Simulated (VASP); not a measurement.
Here is a VASP 6.6.1 calculation.

Contents of INCAR:

```
SYSTEM = Dy2Ti
PREC = Accurate ; ENCUT = 500
EDIFF = 1E-6 ; ISMEAR = 0
SIGMA = 0.2 ; LREAL = .FALSE.
LASPH = .TRUE. ; NELM = 200
ALGO = Normal ; ISIF = 2
LWAVE = .FALSE. ; LCHARG = .FALSE.
GGA = PE ; NBANDS = 22
GGA_COMPAT = .FALSE. ; LMAXMIX = 6
```

KPOINTS

```
regular mesh
0
G
  6 6 4
  0 0 0
```

File POSCAR:

```
Dy2Ti
1.0
    5.2375800754      0.0000000000      0.0000000000
   -2.6187900377      4.5358773997      0.0000000000
    0.0000000000      0.0000000000      3.2078307588
Dy Ti
2 1
Direct
    0.3333333333      0.6666666667      0.5000000000
    0.6666666667      0.3333333333      0.5000000000
    0.0000000000      0.0000000000      0.0000000000
```

Potentials or basis: VASP PAW PBE potentials, release 64 (Dy_3, Ti_sv), 4f in core.

The run is started by

```bash
$ cat potpaw_PBE.64/Dy_3/POTCAR potpaw_PBE.64/Ti_sv/POTCAR > POTCAR
$ mpirun -np 1 vasp_std > vasp.out
```

(1) What does it give for the band gap on the k mesh?

(2) What does it give for the pressure?

Answers

(1) zero (bands 15 and 16 overlap by 0.99 eV).

(2) 0.6 GPa.

Caveat: the k points lie up to 0.49 Å⁻¹ apart, too coarse for converged energies and pressures of a metal; spin-orbit coupling is left out, which moves the levels of the heavy elements; the 4f electrons are frozen in the core, so they carry no moment and show no levels.
